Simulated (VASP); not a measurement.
# W: single point with PBE

Crystal: W.

```
W
1.0
    -1.59171    1.59171    1.59171
     1.59171   -1.59171    1.59171
     1.59171    1.59171   -1.59171
W
1
Direct
  0.00000 0.00000 0.00000
```

```
Program             : VASP 6.6.1
Task                : single point
Functional          : PBE
Potentials or basis : VASP PAW PBE potentials, release 64 (W_sv)
Cutoff              : 520 eV
k mesh              : 18 × 18 × 18
Occupations         : gaussian, width 0.05 eV
Spin                : no spin polarisation
```

```yaml
Pressure: 0.5 GPa
Band_gap_on_the_k_mesh: zero (band 7 reaches 16.24 eV, above the bottom of band 8 at 10.00 eV)
```

Levels at points of the mesh, in eV from the Fermi level:
```
           k point  band 4  band 5  band 6  band 7  band 8  band 9  band 10  band 11
(0.00, 0.00, 0.00)  -37.79   -9.54   -1.19   -1.19   -1.19    2.23     2.23    14.48
(0.50, 0.00, 0.00)  -37.79   -6.16   -3.48    0.62    2.11    3.07     6.00    10.81
(0.50, 0.50, 0.50)  -38.64   -5.69   -5.69    5.05    5.05    5.05     8.11     8.11
```

Run time: 23 s on 1 thread of Intel(R) Xeon(R) Platinum 8259CL CPU @ 2.50GHz (Skylake/Cascade Lake), on a shared host, peak memory 0.17 GiB.

Caveat: spin-orbit coupling is left out, which moves the levels of the heavy elements.
